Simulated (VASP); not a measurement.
Input of a VASP 6.6.1 run:

File INCAR:

```
PREC = Accurate
ENCUT = 500
EDIFF = 1E-6
ISMEAR = 0
SIGMA = 0.02
LREAL = False
LASPH = True
NELM = 120
ALGO = Normal
ISIF = 2
LWAVE = False
LCHARG = False
GGA = PE
IVDW = 12
NBANDS = 16
GGA_COMPAT = False
```

File KPOINTS:

```
Automatic mesh
0
Gamma
  8 8 8
```

POSCAR

```
GaP
1.0
    0.0000000000      2.6386488429      2.6386488429
    2.6386488429      0.0000000000      2.6386488429
    2.6386488429      2.6386488429      0.0000000000
Ga P
1 1
Direct
    0.0000000000      0.0000000000      0.0000000000
    0.2500000000      0.2500000000      0.2500000000
```

Potentials or basis: VASP PAW PBE potentials, release 64 (Ga_d, P).

Launch:

```bash
$ cat potpaw_PBE.64/Ga_d/POTCAR potpaw_PBE.64/P/POTCAR > POTCAR
$ mpirun -np 1 vasp_std > vasp.out
```

**Question.** What does it give for the pressure?

**Answer.** 9.6 GPa.

**Question.** Predict the dispersion energy per atom.

**Answer.** -0.351 eV.

**Question.** Estimate the band gap on the k mesh.

**Answer.** 1.43 eV (least direct gap 2.65 eV).

Caveat: the cell stands under pressure. PBE gaps usually lie below the measured ones, often by a third to a half.
